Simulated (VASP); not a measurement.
# Sr (P6_3/mmc) in VASP: further runs

Sr is run at these levels: PBE; tasks: electric field gradients.

Program: VASP 6.6.1. These are calculated values, not measurements. Logs are shortened: lines on timing, memory, paths and dates and some standing lists are left out, and cuts for length are marked.

### Step 1. The cell of the first run

It takes space group P6_3/mmc (No. 194, hexagonal). Conventional cell: a = 4.252 Å, b = 4.252 Å, c = 6.955 Å, α = 90.00°, β = 90.00°, γ = 120.00°. Sr (site symmetry -6m2) has 12 Sr at 4.25 to 4.26 Å within 5.6 Å.

### Step 2. Electric field gradients, PBE (volume scaled by 0.96)

INCAR reads:

```
PREC = Accurate
ENCUT = 520
EDIFF = 1E-8
ISMEAR = -1
SIGMA = 0.08
LREAL = False
LASPH = True
NELM = 80
ALGO = Normal
ISIF = 2
LWAVE = False
LCHARG = False
GGA = PE
LEFG = True
NBANDS = 17
```

KPOINTS reads:

```
Automatic mesh
0
Gamma
  10 10 5
```

POSCAR reads:

```
Sr
1.0
    4.2517498339      0.0000000000      0.0000000000
   -2.1258749170      3.6821233666      0.0000000000
    0.0000000000      0.0000000000      6.9547180496
Sr
2
Direct
    0.3333333333      0.6666666667      0.2500000000
    0.6666666667      0.3333333333      0.7500000000
```

Potentials or basis: VASP PAW PBE potentials, release 64 (Sr_sv).

Started as:

```console
> cat potpaw_PBE.64/Sr_sv/POTCAR > POTCAR
> mpirun -np 1 vasp_std > vasp.out
```

OUTCAR:

```text
PREC = Accurate
   ENCUT = 520
   EDIFF = 1E-8
   ISMEAR = -1
   LREAL = False
   LASPH = True
   NELM = 80
   ISIF = 2
   GGA = PE

 ion  position               nearest neighbor table
   1  0.333  0.667  0.250-   2 4.26   2 4.26   2 4.26   2 4.26   2 4.26   2 4.26
   2  0.667  0.333  0.750-   1 4.26   1 4.26   1 4.26   1 4.26   1 4.26   1 4.26

  LATTYP: Found a hexagonal cell.
 ALAT       =     4.2517498339
 C/A-ratio  =     1.6357307747

  Lattice vectors:

 A1 = (   4.2517498339,   0.0000000000,   0.0000000000)
 A2 = (  -2.1258749170,   3.6821233666,   0.0000000000)
 A3 = (   0.0000000000,   0.0000000000,   6.9547180496)

Analysis of symmetry for initial positions (statically):
=====================================================================
 Subroutine PRICEL returns:
 Original cell was already a primitive cell.

 Routine SETGRP: Setting up the symmetry group for a
 hexagonal supercell.

 Subroutine GETGRP returns: Found 24 space group operations
 (whereof 12 operations were pure point group operations)
 out of a pool of 24 trial point group operations.

The static configuration has the point symmetry D_3d.
 The point group associated with its full space group is D_6h.

Analysis of symmetry for dynamics (positions and initial velocities):
=====================================================================
 Subroutine PRICEL returns:
 Original cell was already a primitive cell.

 Routine SETGRP: Setting up the symmetry group for a
 hexagonal supercell.

 Subroutine GETGRP returns: Found 24 space group operations
 (whereof 12 operations were pure point group operations)
 out of a pool of 24 trial point group operations.

The dynamic configuration has the point symmetry D_3d.
 The point group associated with its full space group is D_6h.

 Subroutine INISYM returns: Found 24 space group operations
 (whereof 12 operations are pure point group operations),
 and found     1 'primitive' translations

----------------------------------------------------------------------------------------

                                     Primitive cell

  volume of cell :     108.8794

  direct lattice vectors                    reciprocal lattice vectors
     4.251749834  0.000000000  0.000000000     0.235197281  0.135791213  0.000000000
    -2.125874917  3.682123367  0.000000000     0.000000000  0.271582427  0.000000000
     0.000000000  0.000000000  6.954718050     0.000000000  0.000000000  0.143787281

  length of vectors
     4.251749834  4.251749834  6.954718050     0.271582427  0.271582427  0.143787281

  position of ions in fractional coordinates (direct lattice)
     0.333333333  0.666666667  0.250000000
     0.666666667  0.333333333  0.750000000

  ion indices of the primitive-cell ions
   primitive index   ion index
                 1           1
                 2           2

----------------------------------------------------------------------------------------

 KPOINTS: Automatic mesh

Automatic generation of k-mesh.
 Grid dimensions read from file:
 generate k-points for:   10   10    5

 Generating k-lattice:

  Cartesian coordinates                     Fractional coordinates (reciprocal lattice)
     0.023519728  0.013579121  0.000000000     0.100000000  0.000000000  0.000000000
     0.000000000  0.027158243  0.000000000     0.000000000  0.100000000  0.000000000
     0.000000000  0.000000000  0.028757456     0.000000000  0.000000000  0.200000000

  Length of vectors
     0.027158243  0.027158243  0.028757456

  Shift w.r.t. Gamma in fractional coordinates (k-lattice)
     0.000000000  0.000000000  0.000000000

 Subroutine IBZKPT returns following result:
 ===========================================

 Found     42 irreducible k-points:

 Following reciprocal coordinates:
            Coordinates               Weight
  0.000000  0.000000  0.000000      1.000000
  0.100000  0.000000  0.000000      6.000000
  0.200000  0.000000  0.000000      6.000000
  0.300000  0.000000  0.000000      6.000000
  0.400000  0.000000  0.000000      6.000000
  0.500000  0.000000  0.000000      3.000000
[... 16 lines left out ...]
  0.300000  0.100000  0.200000     24.000000
  0.400000  0.100000  0.200000     24.000000
 [... further k-points ...]
   k-points           NKPTS =     42   k-points in BZ     NKDIM =     42   number of bands    NBANDS=     17
   number of dos      NEDOS =    301   number of ions     NIONS =      2
   total plane-waves  NPLWV =  55296
   dimension x,y,z NGX =    32 NGY =   32 NGZ =   54
   dimension x,y,z NGXF=    64 NGYF=   64 NGZF=  108
   ions per type =               2
   NGX,Y,Z   is equivalent  to a cutoff of  12.51, 12.51, 12.91 a.u.
   NGXF,Y,Z  is equivalent  to a cutoff of  25.02, 25.02, 25.82 a.u.
 SYSTEM =  unknown system
   PREC   = accura    normal or accurate (medium, high low for compatibility)
   ISTART =      0    job   : 0-new  1-cont  2-samecut
   ICHARG =      2    charge: 1-file 2-atom 10-const
   ISPIN  =      1    spin polarized calculation?
   LNONCOLLINEAR =      F non collinear calculations
   LSORBIT =      F    spin-orbit coupling
   LASPH  =      T    aspherical Exc in radial PAW
   ENCUT  =  520.0 eV  38.22 Ry    6.18 a.u.   7.91  7.91 12.93*2*pi/ulx,y,z
   NELM   =     80;   NELMIN=  2; NELMDL= -5     # of ELM steps
   EDIFF  = 0.1E-07   stopping-criterion for ELM
   LREAL  =      F    real-space projection
   EDIFFG = 0.1E-06   stopping-criterion for IOM
   NSW    =      0    number of steps for IOM
   IBRION =     -1    ionic relax: 0-MD 1-quasi-New 2-CG
   NFREE  =      0    steps in history (QN), initial steepest desc. (CG)
   ISIF   =      2    stress and relaxation
   ISYM   =      2    0-nonsym 1-usesym 2-fastsym
   POTIM  = 0.5000    time-step for ionic-motion
   TEBEG  =    0.0;   TEEND  =   0.0 temperature during run
   PSTRESS=    0.0 pullay stress
   NELECT =      20.0000    total number of electrons
   NUPDOWN=      -1.0000    fix difference up-down
   EMIN   =  10.00;   EMAX   =-10.00  energy-range for DOS
   EFERMI =   0.00;   METHOD = LEGACY
   ISMEAR =    -1;   SIGMA  =   0.08  broadening in eV -4-tet -1-fermi 0-gaus
   EFERMI_NEDOS =   21; number of points for ismear=-14 and -15
   IALGO  =     38    algorithm
   IMIX   =      4    mixing-type and parameters
     AMIX     =   0.40;   BMIX     =  1.00
     AMIX_MAG =   1.60;   BMIX_MAG =  1.00
  volume/ion in A,a.u.               =      54.44       367.38
  Fermi-wavevector in a.u.,A,eV,Ry     =   0.930614  1.758606 11.783226  0.866043
  Thomas-Fermi vector in A             =   2.057021
   LORBIT       =      0    0 simple, 1 ext, 2 COOP (PROOUT), +10 PAW based schemes
   GGA     = PE    functional components
   LHFCALC =     F    Hartree Fock is set to
   AEXX    =    0.0000 exact exchange contribution
   IVDW    =     0    specifies the selected vdW correction
   LEPSILON=     F    determine dielectric tensor
   LRPA    =     F    only Hartree local field effects (RPA)
 non-spin polarized calculation
  energy-cutoff  :      520.00
  volume of cell :      108.88
 maximum number of plane-waves:      2947
 NGX is ok and might be reduce to    32
   NGX = 15   NGY = 15   NGZ = 25

 number of electron      20.0000000 magnetization

 Free energy of the ion-electron system (eV)
  ---------------------------------------------------
  ext. energy  EPLUGINS =         0.00000000
  ---------------------------------------------------
  free energy    TOTEN  =        -3.29525463 eV

  energy without entropy =       -3.23517939  energy(sigma->0) =       -3.26521701

 E-fermi :   1.6228     XC(G=0):  -7.3806

 val. band max:        1.6219850514   @ k =   0.3000   0.3000   0.0000
 cond. band min:       1.6349122420   @ k =   0.3000   0.0000   0.0000
 fundamental gap:      0.0129271906
 Fermi energy:         1.6227976629

 k-point     1 :       0.0000    0.0000    0.0000
  band No.  band energies     occupation
      1     -34.9713      2.00000
      2     -34.9568      2.00000
      3     -17.0568      2.00000
      4     -16.8870      2.00000
      5     -16.8870      2.00000
      6     -16.8594      2.00000
[... 9 lines left out ...]
     16       4.3465      0.00000
     17       4.8714      0.00000
[... 441 lines left out ...]
 k-point    24 :       0.4000    0.1000    0.2000
  band No.  band energies     occupation
      1     -34.9562      2.00000
      2     -34.9524      2.00000
      3     -17.0438      2.00000
      4     -17.0175      2.00000
      5     -16.9538      2.00000
      6     -16.9323      2.00000
[... 9 lines left out ...]
     16       5.4842      0.00000
     17       5.7901      0.00000

 [... further k-points ...]

------------------------ aborting loop because EDIFF is reached ----------------------------------------

  FORCE on cell =-STRESS in cart. coord.  units (eV):
  Direction    XX          YY          ZZ          XY          YZ          ZX
  --------------------------------------------------------------------------------------
  -------------------------------------------------------------------------------------
  Total        0.0979985      0.0979985      0.1901911     -0.0000000      0.0000000      0.0000000
  in kB        1.4420634      1.4420634      2.7986933     -0.0000000      0.0000000      0.0000000
  external PRESSURE =       1.8942734 kB  Pullay stress =       0.0000000 kB

 VOLUME and BASIS-vectors are now :
 -----------------------------------------------------------------------------
  energy-cutoff  :      520.00
  volume of cell :      108.88
      direct lattice vectors                 reciprocal lattice vectors
     4.251749834  0.000000000  0.000000000     0.235197281  0.135791213  0.000000000
    -2.125874917  3.682123367  0.000000000     0.000000000  0.271582427  0.000000000
     0.000000000  0.000000000  6.954718050     0.000000000  0.000000000  0.143787281

 POSITION                                       TOTAL-FORCE (eV/Angst)
 -----------------------------------------------------------------------------------
     -0.00000      2.45475      1.73868        -0.000000     -0.000000      0.000000
      2.12587      1.22737      5.21604         0.000000      0.000000      0.000000
 -----------------------------------------------------------------------------------
    total drift:                               -0.000000      0.000000     -0.000000

  FREE ENERGIE OF THE ION-ELECTRON SYSTEM (eV)
  ---------------------------------------------------
  free  energy   TOTEN  =        -3.2952546255 eV

  energy  without entropy=       -3.2351793856  energy(sigma->0) =       -3.26521701

 Electric field gradients (V/A^2)
---------------------------------------------------------------------
 ion       V_xx      V_yy      V_zz      V_xy      V_xz      V_yz
---------------------------------------------------------------------
   1       2.225     2.226    -4.451     0.000     0.000    -0.000
   2       2.225     2.226    -4.451     0.000    -0.000     0.000
---------------------------------------------------------------------

 Electric field gradients after diagonalization (V/A^2)
 (convention: |V_zz| > |V_xx| > |V_yy|)
----------------------------------------------------------------------
 ion       V_xx      V_yy      V_zz     asymmetry (V_yy - V_xx)/ V_zz
----------------------------------------------------------------------
   1       2.226     2.225    -4.451       0.000
   2       2.226     2.225    -4.451       0.000
----------------------------------------------------------------------

           NMR quadrupolar parameters

 Cq : quadrupolar parameter    Cq=e*Q*V_zz/h
 eta: asymmetry parameters     (V_yy - V_xx)/ V_zz
 Q  : nuclear electric quadrupole moment in mb (millibarn)
----------------------------------------------------------------------
 ion       Cq(MHz)       eta       Q (mb)
----------------------------------------------------------------------
   1      -0.011       0.000       1.000
   2      -0.011       0.000       1.000
----------------------------------------------------------------------
```

It took 57 s on 1 thread of Intel Xeon 6975P-C, shared host; peak memory 0.26 GiB.

Results:

| Quantity | Value |
| --- | --- |
| Free energy | -3.2953 eV |
| Pressure | 0.2 GPa |
| Band gap on the k mesh | zero (band 10 reaches 1.75 eV, above the bottom of band 11 at 1.62 eV) |

Stress tensor (GPa, compression positive):
```
0.14 0.00 0.00
0.00 0.14 0.00
0.00 0.00 0.28
```

Electric field gradients, principal values (V/Å²):
| atom | least | middle | greatest (by size) |
| --- | --- | --- | --- |
| 1 Sr | 2.225 | 2.226 | -4.451 |
| 2 Sr | 2.225 | 2.226 | -4.451 |

Caveat: without QUAD_EFG the Cq values of the log hold for a quadrupole moment of 1 mb, not for the nuclei.

(Part 1 of 3 ends here.)
